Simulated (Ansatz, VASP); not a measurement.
WS2: VASP beside Ansatz

```
CELL_PARAMETERS angstrom
3.14617 0.00000 0.00000
-1.57309 2.72466 0.00000
0.00000 0.00000 12.69347
ATOMIC_POSITIONS crystal
W 0.33333 0.66667 0.25000
W 0.66667 0.33333 0.75000
S 0.33333 0.66667 0.62650
S 0.66667 0.33333 0.12650
S 0.33333 0.66667 0.87350
S 0.66667 0.33333 0.37350
```

Alike in both runs: functional PBEsol; k mesh 12 × 12 × 4; occupations fermi-dirac, width 0.1 eV; no spin polarisation.

Ansatz relaxed the structure, and its values are those at the end. VASP's run is a single point on that final structure, the one shown.

|  | VASP | Ansatz |
| --- | --- | --- |
| version | VASP 6.6.1 | Ansatz 0.2.0 |
| potentials or method | VASP PAW PBE potentials, release 64 (W_sv, S) | PAW with Ansatz's default frozen-core files, scalar-relativistic |
| plane-wave cutoff (eV) | 520 | 420 |
| valence electrons in the cell | 52 | 52 |

|  | VASP | Ansatz | Ansatz less VASP |
| --- | --- | --- | --- |
| pressure (GPa) | 0.1 | 0.0 | -0.12 |
| rms of the force components (eV/Å) | 0.009 | 0.001 | -0.0081 |

VASP's potentials were made for PBE, not for PBEsol. With one functional, cell and mesh, what is left measures potentials, basis and numerics.

Spin-orbit coupling is off throughout.
